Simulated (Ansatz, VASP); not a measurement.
## Two plane-wave programs on WCl

```
W Cl
1.0
     2.82812    0.00000    0.00000
     0.00000    2.82812    0.00000
     0.00000    0.00000    9.07863
W Cl
2 2
Direct
  0.50000 0.50000 0.00000
  0.50000 0.50000 0.50000
  0.00000 0.00000 0.17916
  0.00000 0.00000 0.82084
```

Alike in both runs: functional PBE; k mesh 5 × 5 × 3; occupations gaussian, width 0.2 eV; no spin polarisation.

Ansatz relaxed the structure, and its values are those at the end. VASP's run is a single point on that final structure, the one shown.

|  | VASP | Ansatz |
| --- | --- | --- |
| version | VASP 6.6.1 | Ansatz 0.2.0 |
| potentials or method | VASP PAW PBE potentials, release 64 (W_sv, Cl), cutoff 500 eV | scalar-relativistic, plane waves, PAW |
| valence electrons in the cell | 42 | 42 |

Ansatz gave:

```
gap on the k mesh at the Fermi level (eV) : none
pressure (GPa)                            : 0.1
rms of the force components (eV/Å)        : 0.000
```

Task: What did VASP give for the same quantities?

Result: gap on the k mesh at the Fermi level (eV): none; pressure (GPa): 0.4; rms of the force components (eV/Å): 0.013.

A gap of «none» marks a metal or a gap that the smearing closes.

The k mesh is coarse, so the values compare programs but aren't converged. Spin-orbit coupling is off throughout.
